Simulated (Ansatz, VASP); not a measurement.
# One calculation of BaTiO3, two programs

```
CELL_PARAMETERS angstrom
2.60223 1.50240 2.77706
-2.60223 1.50240 2.77706
0.00000 -3.00479 2.77706
ATOMIC_POSITIONS crystal
Ba 0.00279 0.00279 0.00279
Ti 0.51625 0.51625 0.51625
O 0.48975 0.48975 0.98016
O 0.48975 0.98016 0.48975
O 0.98016 0.48975 0.48975
```

Alike in both runs: task single point; functional r2SCAN; k mesh 6 × 6 × 6; occupations gaussian, width 0.05 eV; no spin polarisation.

```csv
,VASP,Ansatz
version,VASP 6.6.1,Ansatz 0.2.0
potentials or method,"VASP PAW PBE potentials, release 64 (Ba_sv, Ti_sv, O), cutoff 520 eV","scalar-relativistic, plane waves, PAW"
valence electrons in the cell,40,40
```

|  | VASP | Ansatz | Ansatz less VASP |
| --- | --- | --- | --- |
| gap on the k mesh at the Fermi level (eV) | 1.92 | 1.94 | +0.018 |
| least direct gap on the mesh (eV) | 2.08 | 2.08 | -0.003 |
| pressure (GPa) | 9.3 | 6.8 | -2.52 |
| traceless stress, the component that is largest in VASP (GPa) | -39.98 | -38.37 | +1.605 |
| rms of the force components (eV/Å) | 0.575 | 0.619 | +0.0443 |

VASP's potentials were made for PBE, not for r2SCAN. Atom by atom the forces differ by 0.076 eV/Å (rms over components). The functional is the same, so the differences come from potentials, cutoffs and numerics.

Neither program's run includes spin-orbit coupling.
